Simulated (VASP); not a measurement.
Set up this calculation in VASP 6.6.1, as the native input.

```yaml
Task: single point
Functional: LDA
Potentials_or_basis: VASP PAW LDA potentials, release 64 (B, As)
Cutoff: 500 eV
k_mesh: 8 × 8 × 8
Occupations: gaussian, width 0.01 eV
Spin: no spin polarisation
Dipole_correction: no
Further_INCAR_settings: ALGO = Normal; EDIFF = 1e-06; NBANDS = 11
```

The structure of BAs lies in POSCAR:

```
BAs
1.0
    0.0000000000      2.3885000000      2.3885000000
    2.3885000000      0.0000000000      2.3885000000
    2.3885000000      2.3885000000      0.0000000000
B As
1 1
Direct
    0.0000000000      0.0000000000      0.0000000000
    0.2500000000      0.2500000000      0.2500000000
```

One way to write it, as run:

INCAR

```
SYSTEM = BAs
  PREC = Accurate
  ENCUT = 500
  EDIFF = 1E-6
  ISMEAR = 0
  SIGMA = 0.01
  LREAL = .FALSE.
  LASPH = .TRUE.
  NELM = 120
  ALGO = Normal
  ISIF = 2
  LWAVE = .FALSE.
  LCHARG = .TRUE.
  LELF = .TRUE.
  LVHAR = .TRUE.
  NBANDS = 11
  GGA_COMPAT = .FALSE.
```

KPOINTS

```
Automatic mesh
0
G
  8 8 8
  0 0 0
```

Potentials or basis: VASP PAW LDA potentials, release 64 (B, As).

The run is started by

```bash
$ cat potpaw_LDA.64/B/POTCAR potpaw_LDA.64/As/POTCAR > POTCAR
$ mpirun -np 1 vasp_std > vasp.out
```

Results of the run:

```yaml
Pressure: -3.1 GPa
Band_gap_on_the_k_mesh: 1.14 eV, indirect (least direct gap 3.25 eV)
```

It took 17 s on 1 thread of Intel Xeon 8259CL, on a shared host, peak memory 0.14 GiB.
